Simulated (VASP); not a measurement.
Wanted: the native input for a VASP 6.6.1 run.

* Task: single point
* Functional: PBEsol
* Potentials or basis: VASP PAW PBE potentials, release 64 (Fe_sv)
* Cutoff: 690 eV
* k mesh: 12 × 12 × 12
* Occupations: fermi-dirac, width 0.1 eV
* Spin: collinear spin, ferromagnetic start
* Starting moments: [1.85] μB
* Fixed moment: 1.85 μB
* Hubbard terms: Fe d U = 5.3 eV
* Dipole correction: no
* Further INCAR settings: ALGO = Normal; EDIFF = 1e-06; NBANDS = 18

The structure of Fe lies in POSCAR:

```
Fe
1.0
   -1.4455000000      1.4455000000      1.4455000000
    1.4455000000     -1.4455000000      1.4455000000
    1.4455000000      1.4455000000     -1.4455000000
Fe
1
Direct
    0.0000000000      0.0000000000      0.0000000000
```

One way to write it, as run:

INCAR

```
PREC = Accurate
ENCUT = 690
EDIFF = 1E-6
ISMEAR = -1
SIGMA = 0.1
LREAL = False
LASPH = True
NELM = 200
ALGO = Normal
ISIF = 2
LWAVE = False
LCHARG = True
ISPIN = 2
MAGMOM = 1.85
LORBIT = 11
NUPDOWN = 1.85
LMAXMIX = 4
LDAU = True
LDAUTYPE = 2
LDAUL = 2
LDAUU = 5.3
LDAUJ = 0
LDAUPRINT = 1
GGA = PS
LELF = True
LVHAR = True
NBANDS = 18
GGA_COMPAT = False
```

KPOINTS

```
Automatic mesh
0
Gamma
  12 12 12
```

Potentials or basis: VASP PAW PBE potentials, release 64 (Fe_sv).

The run is started by

```bash
$ cat potpaw_PBE.64/Fe_sv/POTCAR > POTCAR
$ mpirun -np 1 vasp_std > vasp.out
```

Results of the run:

```
Pressure                                              : -17.4 GPa
Net moment                                            : 1.85 μB per cell
Site moments                                          : Fe +2.11 μB
Valence electrons inside the program's atomic spheres : Fe 13.75
```

Caveat: the cell stands under tension; the PAW data sets were made with another functional, which shifts forces and pressure a little; the total moment is fixed, so each spin has its own Fermi level and the state may be an excited one; the U is typed as a test and isn't derived for this compound.

Run time: 35 s on 1 thread of Intel(R) Xeon(R) Platinum 8259CL CPU @ 2.50GHz (Skylake/Cascade Lake), with other jobs on the host, peak memory 0.17 GiB.
